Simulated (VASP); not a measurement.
**Si2Mo: single point with PBE**

Crystal: Si2Mo.

```
CELL_PARAMETERS angstrom
3.12034 0.00000 0.00000
0.00000 3.12034 0.00000
0.00000 0.00000 7.97280
ATOMIC_POSITIONS crystal
Si 0.00000 0.00000 0.33454
Si 0.50000 0.50000 0.16546
Si 0.50000 0.50000 0.83454
Si 0.00000 0.00000 0.66546
Mo 0.00000 0.00000 0.00000
Mo 0.50000 0.50000 0.50000
```

This cell differs from its parent crystal: biaxial strain in the a-b plane: -3.0 %, then relaxed in part.

```
Program                : VASP 6.6.1
Task                   : single point
Functional             : PBE
Potentials or basis    : VASP PAW PBE potentials, release 64 (Si, Mo_sv)
Cutoff                 : 520 eV
k mesh                 : 12 × 12 × 6
Occupations            : gaussian, width 0.1 eV
Spin                   : no spin polarisation
Dipole correction      : no
Further INCAR settings : ALGO = Normal; EDIFF = 1e-06; NBANDS = 31
```

- Pressure: 10.8 GPa
- Largest force: 0.011 eV/Å
- Band gap on the k mesh: zero (bands 22 and 23 overlap by 0.89 eV)

Forces in eV/Å, atoms in the order of the input:
```
Si   0.000  0.000 -0.011
Si   0.000  0.000  0.011
Si   0.000  0.000 -0.011
Si   0.000  0.000  0.011
Mo   0.000  0.000  0.000
Mo   0.000  0.000  0.000
```

Stress tensor (GPa, compression positive):
```
16.04  0.00  0.00
 0.00 16.04  0.00
 0.00  0.00  0.17
```

Levels at points of the mesh, in eV from the Fermi level:
| k point | band 18 | band 19 | band 20 | band 21 | band 22 | band 23 | band 24 | band 25 | band 26 | band 27 |
| --- | --- | --- | --- | --- | --- | --- | --- | --- | --- | --- |
| (0.00, 0.00, 0.00) | -2.48 | -0.78 | -0.78 | -0.35 | -0.35 | 0.47 | 0.59 | 2.93 | 3.46 | 3.82 |
| (0.50, 0.00, 0.00) | -3.06 | -2.57 | -2.57 | -0.73 | -0.73 | 1.74 | 1.74 | 3.26 | 3.26 | 3.64 |
| (0.50, 0.50, 0.00) | -4.68 | -3.60 | -3.60 | -1.28 | -1.28 | 2.51 | 2.51 | 2.68 | 2.68 | 2.70 |
| (0.00, 0.00, 0.50) | -2.14 | -2.14 | -2.14 | 0.53 | 0.53 | 1.74 | 1.74 | 1.74 | 1.74 | 2.03 |
| (0.50, 0.00, 0.50) | -2.94 | -2.61 | -2.61 | -0.58 | -0.58 | 2.38 | 2.38 | 3.26 | 3.26 | 3.73 |
| (0.50, 0.50, 0.50) | -3.03 | -2.39 | -2.39 | -2.39 | -2.39 | 0.02 | 0.02 | 2.51 | 2.51 | 3.73 |

Run time: 3.3 min on 1 thread of Intel(R) Xeon(R) Platinum 8175M CPU @ 2.50GHz (Skylake/Cascade Lake), on a shared host, peak memory 0.32 GiB.

Caveat: the cell differs from its parent crystal (biaxial strain in the a-b plane: -3.0 %, then relaxed in part); the stress differs along the axes, from 0 to 16 GPa.
